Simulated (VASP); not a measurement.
Here is a VASP 6.6.1 calculation.

INCAR

```
  ALGO = Normal
  EDIFF = 1E-7
  ENCUT = 520
  GGA = PS
  ISIF = 2
  ISMEAR = 0
  LASPH = True
  LCHARG = True
  LELF = True
  LREAL = False
  LVHAR = True
  LWAVE = False
  NBANDS = 20
  NELM = 100
  PREC = Accurate
  SIGMA = 0.05
```

File KPOINTS:

```
k-points
0
Gamma
  8 8 8
```

File POSCAR:

```
CdF2
1.0
    0.0000000000      2.8714185186      2.6503192926
    2.8714185186      0.0000000000      2.6503192926
    2.8714185186      2.8714185186      0.0000000000
Cd F
1 2
Direct
    0.0000000000      0.0000000000      0.0000000000
    0.2500000000      0.2500000000      0.2500000000
    0.7500000000      0.7500000000      0.7500000000
```

Potentials or basis: VASP PAW PBE potentials, release 64 (Cd, F).

The run is started by

```bash
$ cat potpaw_PBE.64/Cd/POTCAR potpaw_PBE.64/F/POTCAR > POTCAR
$ mpirun -np 1 vasp_std > vasp.out
```

Q: Predict the pressure.

A: -9.0 GPa.

Q: Estimate the band gap on the k mesh.

A: 2.31 eV, indirect (least direct gap 2.78 eV).

Stress tensor (GPa, compression positive):
```
-11.72   0.00   0.00
  0.00 -11.72   0.00
  0.00   0.00  -3.57
```

Caveat: the PAW data sets were made with another functional, which shifts forces and pressure a little. A k mesh can miss the band edges.
